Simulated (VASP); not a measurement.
# CdSe (Cm) in VASP: further runs

CdSe is run at these levels: PBE; tasks: single point.

All numbers are computed with VASP 6.6.1; they aren't measurements. Logs are shortened: lines on timing, memory, paths and dates and some standing lists are left out, and cuts for length are marked.

## Step 1: The cell of the first run

The structure is monoclinic, space group Cm (No. 8). Conventional cell: a = 7.445 Å, b = 4.298 Å, c = 7.015 Å, α = 90.00°, β = 90.00°, γ = 90.00°. Cd (site symmetry m) has 4 Se at 2.49 to 2.82 Å within 3.3 Å. Cd (site symmetry m) has 4 Se at 2.63 Å within 3.5 Å. Se (site symmetry m) has 4 Cd at 2.49 to 2.63 Å within 3.3 Å. Within 3.5 Å of Se (site symmetry m) lie 4 Cd at 2.62 to 2.82 Å.

## Step 2: Single point, PBE (atom 1 (Cd) moved by (+0.150, +0.150) A along y and z)

Input file INCAR:

```
SYSTEM = CdSe
ALGO = Normal
EDIFF = 1E-6
ENCUT = 520
GGA = PE
ISIF = 2
ISMEAR = 0
LASPH = .TRUE.
LCHARG = .FALSE.
LREAL = .FALSE.
LWAVE = .FALSE.
NBANDS = 26
NELM = 60
PREC = Accurate
SIGMA = 0.05
```

Input file KPOINTS:

```
k-points
0
G
  6 6 4
  0 0 0
```

Input file POSCAR:

```
CdSe
1.0
    4.2984999142      0.0000000000      0.0000000000
   -2.1492499571      3.7226101239      0.0000000000
    0.0000000000      0.0000000000      7.0152000000
Cd Se
2 2
Direct
    0.6868138208      0.3736276416      0.0213821416
    0.3333333333      0.6666666667      0.5000000000
    0.6666666667      0.3333333333      0.3750000000
    0.3333333333      0.6666666667      0.8750000000
```

Potentials or basis: VASP PAW PBE potentials, release 64 (Cd, Se).

The run is started by

```sh
$ cat potpaw_PBE.64/Cd/POTCAR potpaw_PBE.64/Se/POTCAR > POTCAR
$ mpirun -np 1 vasp_std > vasp.out
```

OUTCAR:

```text
SYSTEM = CdSe
   EDIFF = 1E-6
   ENCUT = 520
   GGA = PE
   ISIF = 2
   ISMEAR = 0
   LASPH = .TRUE.
   LREAL = .FALSE.
   NELM = 60
   PREC = Accurate

 ion  position               nearest neighbor table
   1  0.687  0.374  0.021-   3 2.49   4 2.62   4 2.62   4 2.82
   2  0.333  0.667  0.500-   4 2.63   3 2.63   3 2.63   3 2.63
   3  0.667  0.333  0.375-   1 2.49   2 2.63   2 2.63   2 2.63
   4  0.333  0.667  0.875-   1 2.62   1 2.62   2 2.63   1 2.82

  LATTYP: Found a hexagonal cell.
 ALAT       =     4.2984999142
 C/A-ratio  =     1.6320111993

  Lattice vectors:

 A1 = (   4.2984999142,   0.0000000000,   0.0000000000)
 A2 = (  -2.1492499571,   3.7226101239,   0.0000000000)
 A3 = (   0.0000000000,   0.0000000000,   7.0152000000)

Analysis of symmetry for initial positions (statically):
=====================================================================
 Subroutine PRICEL returns:
 Original cell was already a primitive cell.

 Routine SETGRP: Setting up the symmetry group for a
 hexagonal supercell.

 Subroutine GETGRP returns: Found  2 space group operations
 (whereof  2 operations were pure point group operations)
 out of a pool of 24 trial point group operations.

The static configuration has the point symmetry C_1h.

Analysis of symmetry for dynamics (positions and initial velocities):
=====================================================================
 Subroutine PRICEL returns:
 Original cell was already a primitive cell.

 Routine SETGRP: Setting up the symmetry group for a
 hexagonal supercell.

 Subroutine GETGRP returns: Found  2 space group operations
 (whereof  2 operations were pure point group operations)
 out of a pool of 24 trial point group operations.

The dynamic configuration has the point symmetry C_1h.

 Subroutine INISYM returns: Found  2 space group operations
 (whereof  2 operations are pure point group operations),
 and found     1 'primitive' translations

----------------------------------------------------------------------------------------

                                     Primitive cell

  volume of cell :     112.2547

  direct lattice vectors                    reciprocal lattice vectors
     4.298499914  0.000000000  0.000000000     0.232639297  0.134314361  0.000000000
    -2.149249957  3.722610124  0.000000000     0.000000000  0.268628722  0.000000000
     0.000000000  0.000000000  7.015200000     0.000000000  0.000000000  0.142547611

  length of vectors
     4.298499914  4.298499914  7.015200000     0.268628722  0.268628722  0.142547611

  position of ions in fractional coordinates (direct lattice)
     0.686813821  0.373627642  0.021382142
     0.333333333  0.666666667  0.500000000
     0.666666667  0.333333333  0.375000000
     0.333333333  0.666666667  0.875000000

  ion indices of the primitive-cell ions
   primitive index   ion index
                 1           1
                 2           2
                 3           3
                 4           4

----------------------------------------------------------------------------------------

 KPOINTS: k-points

Automatic generation of k-mesh.
 Grid dimensions read from file:
 generate k-points for:    6    6    4

 Generating k-lattice:

  Cartesian coordinates                     Fractional coordinates (reciprocal lattice)
     0.038773216  0.022385727  0.000000000     0.166666667  0.000000000  0.000000000
     0.000000000  0.044771454  0.000000000     0.000000000  0.166666667  0.000000000
     0.000000000  0.000000000  0.035636903     0.000000000  0.000000000  0.250000000

  Length of vectors
     0.044771454  0.044771454  0.035636903

  Shift w.r.t. Gamma in fractional coordinates (k-lattice)
     0.000000000  0.000000000  0.000000000

 Subroutine IBZKPT returns following result:
 ===========================================

 Found     47 irreducible k-points:

 Following reciprocal coordinates:
            Coordinates               Weight
  0.000000  0.000000  0.000000      1.000000
  0.166667  0.000000  0.000000      4.000000
[... 46 lines left out ...]
 fundamental gap:      0.5586148594
 Fermi energy:         1.3410385079

 k-point     1 :       0.0000    0.0000    0.0000
  band No.  band energies     occupation
      1     -11.8109      2.00000
      2     -11.1345      2.00000
      3      -7.0744      2.00000
      4      -7.0621      2.00000
      5      -7.0401      2.00000
      6      -6.8498      2.00000
[... 18 lines left out ...]
     25       8.1979      0.00000
     26       8.7016      0.00000

 k-point     2 :       0.1667    0.0000    0.0000
  band No.  band energies     occupation
      1     -11.7390      2.00000
      2     -11.0900      2.00000
      3      -7.0471      2.00000
      4      -7.0202      2.00000
      5      -6.9909      2.00000
      6      -6.8236      2.00000
[... 18 lines left out ...]
     25       8.3157      0.00000
     26       8.6188      0.00000

 k-point     3 :       0.0000    0.1667    0.0000
  band No.  band energies     occupation
      1     -11.7401      2.00000
      2     -11.0925      2.00000
      3      -7.0401      2.00000
      4      -7.0320      2.00000
      5      -6.9979      2.00000
      6      -6.8296      2.00000
[... 18 lines left out ...]
     25       8.3489      0.00000
     26       8.7352      0.00000

 k-point     4 :       0.3333    0.0000    0.0000
  band No.  band energies     occupation
      1     -11.5919      2.00000
      2     -11.0008      2.00000
      3      -6.9930      2.00000
      4      -6.9612      2.00000
      5      -6.8665      2.00000
      6      -6.7776      2.00000
[... 18 lines left out ...]
     25       8.8202      0.00000
     26       9.3799      0.00000
[... 496 lines left out ...]
      1     -11.5795      2.00000
      2     -11.0183      2.00000
      3      -6.9928      2.00000
      4      -6.9682      2.00000
      5      -6.8593      2.00000
      6      -6.8023      2.00000
[... 18 lines left out ...]
     25       8.5669      0.00000
     26       9.6212      0.00000

 k-point    23 :       0.5000    0.0000    0.2500
  band No.  band energies     occupation
      1     -11.5108      2.00000
      2     -10.9550      2.00000
      3      -6.9751      2.00000
      4      -6.9285      2.00000
      5      -6.8442      2.00000
      6      -6.7695      2.00000
[... 18 lines left out ...]
     25       9.2099      0.00000
     26      10.2063      0.00000

 k-point    24 :       0.0000    0.5000    0.2500
  band No.  band energies     occupation
      1     -11.5127      2.00000
      2     -10.9674      2.00000
      3      -6.9810      2.00000
      4      -6.9483      2.00000
      5      -6.8564      2.00000
      6      -6.7775      2.00000
[... 18 lines left out ...]
     25       9.1730      0.00000
     26      10.2342      0.00000

 [... further k-points ...]

------------------------ aborting loop because EDIFF is reached ----------------------------------------

  FORCE on cell =-STRESS in cart. coord.  units (eV):
  Direction    XX          YY          ZZ          XY          YZ          ZX
  --------------------------------------------------------------------------------------
  -------------------------------------------------------------------------------------
  Total        2.3851385      1.3428522      4.1795874      0.0000000     -0.5514193      0.0000000
  in kB       34.0423587     19.1661231     59.6539851      0.0000000     -7.8702411      0.0000000
  external PRESSURE =      37.6208223 kB  Pullay stress =       0.0000000 kB

 VOLUME and BASIS-vectors are now :
 -----------------------------------------------------------------------------
  energy-cutoff  :      520.00
  volume of cell :      112.25
      direct lattice vectors                 reciprocal lattice vectors
     4.298499914  0.000000000  0.000000000     0.232639297  0.134314361  0.000000000
    -2.149249957  3.722610124  0.000000000     0.000000000  0.268628722  0.000000000
     0.000000000  0.000000000  7.015200000     0.000000000  0.000000000  0.142547611

 POSITION                                       TOTAL-FORCE (eV/Angst)
 -----------------------------------------------------------------------------------
      2.14925      1.39087      0.15000        -0.000000     -0.403993     -1.185725
     -0.00000      2.48174      3.50760         0.000000     -0.028595      0.194476
      2.14925      1.24087      2.63070         0.000000     -0.043653      0.857487
     -0.00000      2.48174      6.13830        -0.000000      0.476241      0.133763
 -----------------------------------------------------------------------------------
    total drift:                               -0.000000      0.000218      0.000237

  FREE ENERGIE OF THE ION-ELECTRON SYSTEM (eV)
  ---------------------------------------------------
  free  energy   TOTEN  =       -10.7946091088 eV

  energy  without entropy=      -10.7946091088  energy(sigma->0) =      -10.79460911
```

Run time: 74 s. Hardware: 1 thread of Intel Xeon Platinum 8488C (Sapphire Rapids), shared host; peak memory 0.29 GiB.

What came out:

```yaml
Free_energy: -10.7946 eV
Pressure: 3.8 GPa
Largest_force: 1.253 eV/Å
Band_gap_on_the_k_mesh: 0.56 eV, direct
```

Forces in eV/Å, atoms in the order of the input:
```
Cd   0.000 -0.404 -1.186
Cd   0.000 -0.029  0.194
Se   0.000 -0.044  0.857
Se   0.000  0.476  0.134
```

Caveat: the cell differs from its parent crystal (atom 1 (Cd) moved by (+0.150, +0.150) A along y and z); forces of over 1 eV/Å act on the atoms, so gaps and moduli don't describe the material at rest.

## Step 3: Single point, PBE (atom 1 (Cd) moved by (-0.300, -0.300) A along y and z)

Input file INCAR:

```
SYSTEM = CdSe
PREC = Accurate ; ENCUT = 520
EDIFF = 1E-6 ; ISMEAR = 0
SIGMA = 0.05 ; LREAL = .False.
LASPH = .True. ; NELM = 60
ALGO = Normal ; ISIF = 2
LWAVE = .False. ; LCHARG = .True.
GGA = PE ; LELF = .True.
LVHAR = .True. ; NBANDS = 26
```

Input file KPOINTS:

```
Automatic mesh
0
Gamma
  6 6 4
  0 0 0
```

POSCAR, as its differences from that of step 2:

```diff
@@ -8,3 +8,3 @@
 Direct
-    0.6868138208      0.3736276416      0.0213821416
+    0.6263723584      0.2527447167     -0.0427642833
     0.3333333333      0.6666666667      0.5000000000
```

Potentials or basis: VASP PAW PBE potentials, release 64 (Cd, Se).

The run is started by

```sh
$ cat potpaw_PBE.64/Cd/POTCAR potpaw_PBE.64/Se/POTCAR > POTCAR
$ mpirun -np 1 vasp_std > vasp.out
```

It took 98 s on 1 thread of Intel Xeon Platinum 8259CL at 2.50GHz (Skylake/Cascade Lake), shared host; peak memory 0.29 GiB.

The run converged. Its results:

- Free energy: -10.2104 eV
- Pressure: 6.0 GPa
- Largest force: 4.343 eV/Å
- Band gap on the k mesh: 0.56 eV, direct

Forces in eV/Å, atoms in the order of the input:
```
Cd   0.000  3.998  1.696
Cd   0.000  0.010 -0.406
Se   0.000 -0.048 -0.571
Se   0.000 -3.960 -0.720
```

Stress tensor (GPa, compression positive):
```
 1.98  0.00  0.00
 0.00 13.79  3.05
 0.00  3.05  2.11
```

Levels at points of the mesh, in eV from the valence-band top:
```tsv
k point	band 16	band 17	band 18	band 19	band 20	band 21
(0.00, 0.00, 0.00)	-0.13	-0.04	0.00	0.56	1.92	5.25
(0.50, 0.00, 0.00)	-2.11	-1.16	-0.87	2.56	3.36	4.63
(0.00, 0.50, 0.00)	-2.22	-1.43	-0.92	3.14	3.42	4.54
(0.00, 0.00, 0.50)	-0.57	-0.18	-0.14	1.81	2.48	5.28
(0.50, 0.00, 0.50)	-1.52	-1.15	-1.09	2.53	3.05	4.13
(0.00, 0.50, 0.50)	-1.56	-1.14	-1.08	2.70	3.13	4.51
```

Caveat: the cell differs from its parent crystal (atom 1 (Cd) moved by (-0.300, -0.300) A along y and z); forces of over 1 eV/Å act on the atoms, so gaps and moduli don't describe the material at rest.

## Step 4: Single point, PBE (atom 1 (Cd) moved by (-0.300, +0.000) A along y and z)

Input file INCAR:

```
PREC = Accurate
ENCUT = 520
EDIFF = 1E-6
ISMEAR = 0
SIGMA = 0.05
LREAL = False
LASPH = True
NELM = 60
ALGO = Normal
ISIF = 2
LWAVE = False
LCHARG = False
GGA = PE
NBANDS = 26
```

Input file KPOINTS:

```
Automatic mesh
0
Gamma
  6 6 4
```

POSCAR, as its differences from that of step 3:

```diff
@@ -8,3 +8,3 @@
 Direct
-    0.6263723584      0.2527447167     -0.0427642833
+    0.6263723584      0.2527447167      0.0000000000
     0.3333333333      0.6666666667      0.5000000000
```

The run is started by

```sh
$ cat potpaw_PBE.64/Cd/POTCAR potpaw_PBE.64/Se/POTCAR > POTCAR
$ mpirun -np 1 vasp_std > vasp.out
```

Run time: 89 s. Hardware: 1 thread of Intel Xeon Platinum 8259CL at 2.50GHz (Skylake/Cascade Lake), shared host; peak memory 0.29 GiB.

It converged, with:

| Item | Value |
| --- | --- |
| Free energy | -10.6018 eV |
| Pressure | 4.6 GPa |
| Largest force | 2.585 eV/Å |
| Band gap on the k mesh | 0.64 eV, direct |

Forces on the atoms (eV/Å):
```
Cd   0.000  2.483  0.643
Cd   0.000  0.034 -0.012
Se   0.000  0.008 -0.078
Se   0.000 -2.525 -0.553
```

Stress tensor (GPa, compression positive):
```
1.48 0.00 0.00
0.00 8.57 3.04
0.00 3.04 3.82
```

Levels at points of the mesh, in eV from the valence-band top:
| k point | band 14 | band 15 | band 16 | band 17 | band 18 | band 19 | band 20 | band 21 | band 22 | band 23 |
| --- | --- | --- | --- | --- | --- | --- | --- | --- | --- | --- |
| (0.00, 0.00, 0.00) | -1.04 | -0.66 | -0.19 | -0.04 | 0.00 | 0.64 | 2.17 | 5.58 | 6.01 | 6.10 |
| (0.50, 0.00, 0.00) | -3.62 | -2.83 | -1.90 | -1.34 | -0.75 | 3.01 | 3.18 | 4.65 | 6.07 | 6.43 |
| (0.00, 0.50, 0.00) | -3.82 | -2.59 | -1.90 | -1.63 | -0.82 | 3.20 | 3.58 | 4.69 | 6.00 | 6.37 |
| (0.00, 0.00, 0.50) | -2.75 | -0.73 | -0.49 | -0.46 | -0.19 | 2.31 | 2.39 | 5.72 | 5.72 | 5.80 |
| (0.50, 0.00, 0.50) | -4.08 | -1.60 | -1.51 | -1.39 | -1.15 | 2.72 | 2.92 | 4.56 | 4.86 | 7.53 |
| (0.00, 0.50, 0.50) | -4.26 | -1.55 | -1.43 | -1.38 | -1.37 | 2.70 | 3.17 | 4.66 | 5.09 | 7.69 |

Caveat: the cell differs from its parent crystal (atom 1 (Cd) moved by (-0.300, +0.000) A along y and z); forces of over 1 eV/Å act on the atoms, so gaps and moduli don't describe the material at rest.

## Step 5: Single point, PBE (atom 1 (Cd) moved by (-0.300, +0.300) A along y and z)

Input file INCAR:

```
SYSTEM = CdSe
PREC     = Accurate       ! precision mode
ENCUT    = 520            ! plane-wave cutoff, eV
EDIFF    = 1E-7           ! SCF threshold, eV
ISMEAR   = 0              ! smearing method
SIGMA    = 0.05           ! smearing width, eV
LREAL    = .FALSE.        ! projectors in reciprocal space
LASPH    = .TRUE.         ! aspherical terms in the spheres
NELM     = 100            ! most SCF steps
ALGO     = Normal         ! electronic algorithm
ISIF     = 2              ! what is computed and relaxed
LWAVE    = .FALSE.        ! write WAVECAR
LCHARG   = .FALSE.        ! write CHGCAR
GGA      = PE             ! functional
NBANDS   = 26             ! bands
```

Input file KPOINTS:

```
Automatic mesh
0
G
  6 6 4
  0 0 0
```

POSCAR, as its differences from that of step 4:

```diff
@@ -8,3 +8,3 @@
 Direct
-    0.6263723584      0.2527447167      0.0000000000
+    0.6263723584      0.2527447167      0.0427642833
     0.3333333333      0.6666666667      0.5000000000
```

The run is started by

```sh
$ cat potpaw_PBE.64/Cd/POTCAR potpaw_PBE.64/Se/POTCAR > POTCAR
$ mpirun -np 1 vasp_std > vasp.out
```

Run time: 1.7 min. Hardware: 1 thread of Intel Xeon Platinum 8259CL at 2.50GHz (Skylake/Cascade Lake), shared host; peak memory 0.29 GiB.

It converged, with:

- Free energy: -10.3751 eV
- Pressure: 5.3 GPa
- Largest force: 2.842 eV/Å
- Band gap on the k mesh: 0.40 eV, direct

Forces on the atoms (eV/Å):
```
Cd   0.000  0.935 -2.684
Cd   0.000  0.051  0.430
Se   0.000  0.319  2.232
Se   0.000 -1.305  0.022
```

Stress tensor (GPa, compression positive):
```
 1.22  0.00  0.00
 0.00  4.47  2.90
 0.00  2.90 10.25
```

Levels at points of the mesh, in eV from the valence-band top:
| k point | band 14 | band 15 | band 16 | band 17 | band 18 | band 19 | band 20 | band 21 | band 22 | band 23 |
| --- | --- | --- | --- | --- | --- | --- | --- | --- | --- | --- |
| (0.00, 0.00, 0.00) | -1.37 | -1.16 | -0.52 | -0.15 | 0.00 | 0.40 | 2.23 | 5.37 | 5.65 | 6.10 |
| (0.50, 0.00, 0.00) | -3.74 | -2.90 | -2.26 | -1.72 | -0.63 | 2.73 | 3.17 | 4.26 | 5.80 | 5.90 |
| (0.00, 0.50, 0.00) | -3.77 | -3.02 | -2.24 | -1.95 | -0.65 | 2.74 | 3.69 | 4.43 | 5.76 | 5.81 |
| (0.00, 0.00, 0.50) | -2.87 | -1.10 | -1.07 | -0.49 | -0.11 | 1.82 | 2.68 | 5.48 | 5.53 | 5.73 |
| (0.50, 0.00, 0.50) | -3.99 | -2.02 | -1.92 | -1.52 | -0.97 | 2.36 | 2.66 | 4.42 | 4.86 | 7.25 |
| (0.00, 0.50, 0.50) | -4.24 | -2.00 | -1.98 | -1.52 | -1.01 | 2.31 | 2.89 | 4.37 | 5.36 | 7.04 |

Caveat: the cell differs from its parent crystal (atom 1 (Cd) moved by (-0.300, +0.300) A along y and z); forces of over 1 eV/Å act on the atoms, so gaps and moduli don't describe the material at rest.

## Step 6: Single point, PBE (atom 1 (Cd) moved by (+0.300, -0.300) A along y and z)

Input file INCAR:

```
SYSTEM = CdSe
PREC = Accurate ; ENCUT = 520
EDIFF = 1E-7 ; ISMEAR = 0
SIGMA = 0.05 ; LREAL = .False.
LASPH = .True. ; NELM = 100
ALGO = Normal ; ISIF = 2
LWAVE = .False. ; LCHARG = .False.
GGA = PE ; NBANDS = 26
```

Input file KPOINTS:

```
regular mesh
0
Gamma
  6 6 4
  0 0 0
```

POSCAR, as its differences from that of step 5:

```diff
@@ -8,3 +8,3 @@
 Direct
-    0.6263723584      0.2527447167      0.0427642833
+    0.7069609750      0.4139219499     -0.0427642833
     0.3333333333      0.6666666667      0.5000000000
```

Potentials or basis: VASP PAW PBE potentials, release 64 (Cd, Se).

The run is started by

```sh
$ cat potpaw_PBE.64/Cd/POTCAR potpaw_PBE.64/Se/POTCAR > POTCAR
$ mpirun -np 1 vasp_std > vasp.out
```

Wall time 96 s (1 thread of Intel Xeon Platinum 8259CL at 2.50GHz (Skylake/Cascade Lake), shared host); peak memory 0.29 GiB.

Results (log left out):

| Quantity | Value |
| --- | --- |
| Free energy | -10.4406 eV |
| Pressure | 5.2 GPa |
| Largest force | 2.145 eV/Å |
| Band gap on the k mesh | 0.61 eV, direct |

Forces in eV/Å, atoms in the order of the input:
```
Cd   0.000 -1.617  1.410
Cd   0.000 -0.026 -0.408
Se   0.000  0.073 -0.559
Se   0.000  1.569 -0.443
```

Stress tensor (GPa, compression positive):
```
10.52  0.00  0.00
 0.00  3.02 -1.05
 0.00 -1.05  1.92
```

Levels at points of the mesh, in eV from the valence-band top:
| k point | band 16 | band 17 | band 18 | band 19 | band 20 | band 21 |
| --- | --- | --- | --- | --- | --- | --- |
| (0.00, 0.00, 0.00) | -0.12 | -0.04 | 0.00 | 0.61 | 1.96 | 5.35 |
| (0.50, 0.00, 0.00) | -2.06 | -1.31 | -0.87 | 2.95 | 3.39 | 4.53 |
| (0.00, 0.50, 0.00) | -2.27 | -1.08 | -0.90 | 2.43 | 3.39 | 4.72 |
| (0.00, 0.00, 0.50) | -0.60 | -0.16 | -0.13 | 1.86 | 2.50 | 5.33 |
| (0.50, 0.00, 0.50) | -1.48 | -1.13 | -1.08 | 2.78 | 2.97 | 4.36 |
| (0.00, 0.50, 0.50) | -1.57 | -1.13 | -1.06 | 2.39 | 3.18 | 4.07 |

Caveat: the cell differs from its parent crystal (atom 1 (Cd) moved by (+0.300, -0.300) A along y and z); forces of over 1 eV/Å act on the atoms, so gaps and moduli don't describe the material at rest.
